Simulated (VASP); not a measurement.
# LiH in VASP: settings compared

The runs below take LiH through relaxation of cell and atoms, with PBEsol, LDA.

Program: VASP 6.6.1. These are calculated values, not measurements. Logs are shortened: lines on timing, memory, paths and dates and some standing lists are left out, and cuts for length are marked.

### 1 The cell of the first run

The cell holds a slab with vacuum, 2 atoms: a = 3.078 Å, b = 3.078 Å, c = 24.600 Å, α = 90.00°, β = 90.00°, γ = 120.00°.

### 2 Relaxation of cell and atoms, PBEsol

Input file INCAR:

```
SYSTEM = LiH
  PREC = Accurate
  ENCUT = 880
  EDIFF = 1E-7
  ISMEAR = -1
  SIGMA = 0.02
  LREAL = .False.
  LASPH = .True.
  NELM = 120
  ALGO = Normal
  ISIF = 3
  LWAVE = .False.
  LCHARG = .False.
  LDIPOL = .True.
  IDIPOL = 3
  DIPOL = 0.5 0.5 0.333
  GGA = PS
  IBRION = 2
  NSW = 80
  EDIFFG = -0.005
  GGA_COMPAT = .False.
  NELMIN = 4
  NELMDL = -8
  LATTICE_CONSTRAINTS = .TRUE. .TRUE. .FALSE.
```

Input file KPOINTS:

```
regular mesh
0
Gamma
  12 12 1
  0 0 0
```

Input file POSCAR:

```
LiH
1.0
    3.0781424167      0.0000000000      0.0000000000
   -1.5390712083      2.6657495294      0.0000000000
    0.0000000000      0.0000000000     24.6000000000
Li H
1 1
Direct
    0.3333333333      0.6666666667      0.3333336522
    0.6666666667      0.3333333333      0.3333330145
```

Potentials or basis: VASP PAW PBE potentials, release 64 (Li_sv, H).

Run with:

```console
$ cat potpaw_PBE.64/Li_sv/POTCAR potpaw_PBE.64/H/POTCAR > POTCAR
$ mpirun -np 1 vasp_std > vasp.out
```

OUTCAR:

```text
SYSTEM = LiH
   PREC = Accurate
   ENCUT = 880
   EDIFF = 1E-7
   ISMEAR = -1
   LREAL = .False.
   LASPH = .True.
   NELM = 120
   ISIF = 3
   GGA = PS
   IBRION = 2
   NSW = 80
   EDIFFG = -0.005
   NELMIN = 4
   NELMDL = -8

 ion  position               nearest neighbor table
   1  0.333  0.667  0.333-
   2  0.667  0.333  0.333-

  LATTYP: Found a hexagonal cell.
 ALAT       =     3.0781424167
 C/A-ratio  =     7.9918329531

  Lattice vectors:

 A1 = (   3.0781424167,   0.0000000000,   0.0000000000)
 A2 = (  -1.5390712083,   2.6657495294,   0.0000000000)
 A3 = (   0.0000000000,   0.0000000000,  24.6000000000)

Analysis of symmetry for initial positions (statically):
=====================================================================
 Subroutine PRICEL returns:
 Original cell was already a primitive cell.

 Routine SETGRP: Setting up the symmetry group for a
 hexagonal supercell.

 Subroutine GETGRP returns: Found 12 space group operations
 (whereof  6 operations were pure point group operations)
 out of a pool of 24 trial point group operations.

The static configuration has the point symmetry C_3v.
 The point group associated with its full space group is D_3h.

Analysis of symmetry for dynamics (positions and initial velocities):
=====================================================================
 Subroutine PRICEL returns:
 Original cell was already a primitive cell.

 Routine SETGRP: Setting up the symmetry group for a
 hexagonal supercell.

 Subroutine GETGRP returns: Found 12 space group operations
 (whereof  6 operations were pure point group operations)
 out of a pool of 24 trial point group operations.

The dynamic configuration has the point symmetry C_3v.
 The point group associated with its full space group is D_3h.

 Subroutine INISYM returns: Found 12 space group operations
 (whereof  6 operations are pure point group operations),
 and found     1 'primitive' translations

----------------------------------------------------------------------------------------

                                     Primitive cell

  volume of cell :     201.8567

  direct lattice vectors                    reciprocal lattice vectors
     3.078142417  0.000000000  0.000000000     0.324871258  0.187564508  0.000000000
    -1.539071208  2.665749529  0.000000000     0.000000000  0.375129017  0.000000000
     0.000000000  0.000000000 24.600000000     0.000000000  0.000000000  0.040650407

  length of vectors
     3.078142417  3.078142417 24.600000000     0.375129017  0.375129017  0.040650407

  position of ions in fractional coordinates (direct lattice)
     0.333333333  0.666666667  0.333333652
     0.666666667  0.333333333  0.333333014

  ion indices of the primitive-cell ions
   primitive index   ion index
                 1           1
                 2           2

----------------------------------------------------------------------------------------

 KPOINTS: regular mesh

Automatic generation of k-mesh.
 Grid dimensions read from file:
 generate k-points for:   12   12    1

 Generating k-lattice:

  Cartesian coordinates                     Fractional coordinates (reciprocal lattice)
     0.027072605  0.015630376  0.000000000     0.083333333  0.000000000  0.000000000
     0.000000000  0.031260751  0.000000000     0.000000000  0.083333333  0.000000000
[... 56 lines left out ...]
   IBRION =      2    ionic relax: 0-MD 1-quasi-New 2-CG
   NFREE  =      1    steps in history (QN), initial steepest desc. (CG)
   ISIF   =      3    stress and relaxation
   ISYM   =      2    0-nonsym 1-usesym 2-fastsym
   POTIM  = 0.5000    time-step for ionic-motion
   TEBEG  =    0.0;   TEEND  =   0.0 temperature during run
   PSTRESS=    0.0 pullay stress
   NELECT =       4.0000    total number of electrons
   NUPDOWN=      -1.0000    fix difference up-down
   EMIN   =  10.00;   EMAX   =-10.00  energy-range for DOS
   EFERMI =   0.00;   METHOD = LEGACY
   ISMEAR =    -1;   SIGMA  =   0.02  broadening in eV -4-tet -1-fermi 0-gaus
   EFERMI_NEDOS =   21; number of points for ismear=-14 and -15
   IALGO  =     38    algorithm
   IMIX   =      4    mixing-type and parameters
     AMIX     =   0.40;   BMIX     =  1.00
     AMIX_MAG =   1.60;   BMIX_MAG =  1.00
  volume/ion in A,a.u.               =     100.93       681.10
  Fermi-wavevector in a.u.,A,eV,Ry     =   0.443010  0.837168  2.670253  0.196258
  Thomas-Fermi vector in A             =   1.419256
   LORBIT       =      0    0 simple, 1 ext, 2 COOP (PROOUT), +10 PAW based schemes
   GGA     = PS    functional components
   LHFCALC =     F    Hartree Fock is set to
   AEXX    =    0.0000 exact exchange contribution
   IVDW    =     0    specifies the selected vdW correction
   LEPSILON=     F    determine dielectric tensor
   LRPA    =     F    only Hartree local field effects (RPA)
 conjugate gradient relaxation of ions
 non-spin polarized calculation
  energy-cutoff  :      880.00
  volume of cell :      201.86
 maximum number of plane-waves:     12037
 NGX is ok and might be reduce to    30
   NGX = 15   NGY = 15   NGZ =119

 dipolmoment           0.000000      0.000000     -0.000002 electrons x Angstroem

--------------------------------------- Ionic step        1  -------------------------------------------

 number of electron       3.9999998 magnetization

 Free energy of the ion-electron system (eV)
  ---------------------------------------------------
  ext. energy  EPLUGINS =         0.00000000
  ---------------------------------------------------
  free energy    TOTEN  =        -5.68147704 eV

  energy without entropy =       -5.68147704  energy(sigma->0) =       -5.68147704

------------------------ aborting loop because EDIFF is reached ----------------------------------------

  FORCE on cell =-STRESS in cart. coord.  units (eV):
  Direction    XX          YY          ZZ          XY          YZ          ZX
  --------------------------------------------------------------------------------------
  -------------------------------------------------------------------------------------
  Total       -0.0103562     -0.0103562     -0.0015105     -0.0000000      0.0000000      0.0000000
  in kB       -0.0821995     -0.0821995     -0.0119888     -0.0000000      0.0000000      0.0000000
  external PRESSURE =      -0.0587959 kB  Pullay stress =       0.0000000 kB

 VOLUME and BASIS-vectors are now :
 -----------------------------------------------------------------------------
  energy-cutoff  :      880.00
  volume of cell :      201.86
      direct lattice vectors                 reciprocal lattice vectors
     3.078142417  0.000000000  0.000000000     0.324871258  0.187564508  0.000000000
    -1.539071208  2.665749529  0.000000000     0.000000000  0.375129017  0.000000000
     0.000000000  0.000000000 24.600000000     0.000000000  0.000000000  0.040650407

 POSITION                                       TOTAL-FORCE (eV/Angst)
 -----------------------------------------------------------------------------------
     -0.00000      1.77717      8.20001        -0.000000     -0.000000      0.000000
      1.53907      0.88858      8.19999         0.000000      0.000000      0.000000
 -----------------------------------------------------------------------------------
    total drift:                                0.000000     -0.000000      0.001460

  FREE ENERGIE OF THE ION-ELECTRON SYSTEM (eV)
  ---------------------------------------------------
  free  energy   TOTEN  =        -5.6814770444 eV

  energy  without entropy=       -5.6814770444  energy(sigma->0) =       -5.68147704

--------------------------------------- Ionic step        2  -------------------------------------------

 number of electron       3.9999998 magnetization

 dipolmoment           0.000000      0.000000      0.000015 electrons x Angstroem

 Free energy of the ion-electron system (eV)
  ---------------------------------------------------
  ext. energy  EPLUGINS =         0.00000000
  ---------------------------------------------------
  free energy    TOTEN  =        -5.68148132 eV

  energy without entropy =       -5.68148132  energy(sigma->0) =       -5.68148132

 E-fermi :  -4.4242     XC(G=0):  -1.1871

 val. band max:       -4.9390591382   @ k =   0.3333   0.3333   0.0000
 cond. band min:      -1.5079037736   @ k =   0.0000   0.0000   0.0000
 fundamental gap:      3.4311553646
 Fermi energy:        -4.4242469084

 k-point     1 :       0.0000    0.0000    0.0000
  band No.  band energies     occupation
      1     -47.7972      2.00000
      2      -6.8823      2.00000
      3      -1.5079      0.00000
      4       0.1499      0.00000
      5       0.5697      0.00000
      6       0.6435      0.00000
[... 154 lines left out ...]
 k-point    19 :       0.3333    0.3333    0.0000
  band No.  band energies     occupation
      1     -47.7809      2.00000
      2      -4.9391      2.00000
      3       0.6188      0.00000
      4       4.2949      0.00000
      5       4.8732      0.00000
      6       5.5315      0.00000

------------------------ aborting loop because EDIFF is reached ----------------------------------------

 vacuum level on the upper side and lower side of the slab       (xc-potential included)        -0.009        -0.009

  FORCE on cell =-STRESS in cart. coord.  units (eV):
  Direction    XX          YY          ZZ          XY          YZ          ZX
  --------------------------------------------------------------------------------------
  -------------------------------------------------------------------------------------
  Total       -0.0068400     -0.0068400     -0.0013595     -0.0000000     -0.0000000      0.0000000
  in kB       -0.0543173     -0.0543173     -0.0107959     -0.0000000     -0.0000000      0.0000000
  external PRESSURE =      -0.0398101 kB  Pullay stress =       0.0000000 kB

 VOLUME and BASIS-vectors are now :
 -----------------------------------------------------------------------------
  energy-cutoff  :      880.00
  volume of cell :      201.76
      direct lattice vectors                 reciprocal lattice vectors
     3.077373479 -0.000000000  0.000000000     0.324952433  0.187611375  0.000000000
    -1.538686739  2.665083609  0.000000000     0.000000000  0.375222750  0.000000000
     0.000000000  0.000000000 24.600000000     0.000000000  0.000000000  0.040650407

 POSITION                                       TOTAL-FORCE (eV/Angst)
 -----------------------------------------------------------------------------------
     -0.00000      1.77672      8.20001        -0.000000      0.000000     -0.000000
      1.53869      0.88836      8.19999         0.000000     -0.000000      0.000000
 -----------------------------------------------------------------------------------
    total drift:                                0.000000     -0.000000      0.001458

  FREE ENERGIE OF THE ION-ELECTRON SYSTEM (eV)
  ---------------------------------------------------
  free  energy   TOTEN  =        -5.6814813177 eV

  energy  without entropy=       -5.6814813177  energy(sigma->0) =       -5.68148132

 reached required accuracy - stopping structural energy minimisation

 vacuum level on the upper side and lower side of the slab         0.352         0.352
```

Wall time 91 s (1 thread of Intel Xeon 6975P-C (Granite Rapids), shared host); peak memory 0.52 GiB.

Results:

```
Free energy                           : -5.6815 eV
Relaxed cell                          : a = 3.077 Å, b = 3.077 Å, c = 24.600 Å, α = 90.00°, β = 90.00°, γ = 120.00°
Space group after relaxing (to 0.1 Å) : P-6m2 (No. 187)
Energy gained by relaxing             : 0.0 meV/atom
Ionic steps                           : 2
Band gap on the k mesh                : 3.43 eV (least direct gap 5.37 eV)
```

Final structure:
```yaml
crystal:
  lattice:
    - [3.07737, 0.00000, 0.00000]
    - [-1.53869, 2.66508, 0.00000]
    - [0.00000, 0.00000, 24.60000]
  atoms:
    - { symbol: Li, position: [0.33333, 0.66667, 0.33333] }
    - { symbol: H, position: [0.66667, 0.33333, 0.33333] }
```

Caveat: the relaxation moved the vacuum too, so the length across it says nothing of the material; the PAW data sets were made with another functional, which shifts forces and pressure a little.

(Part 1 of 2 ends here.)
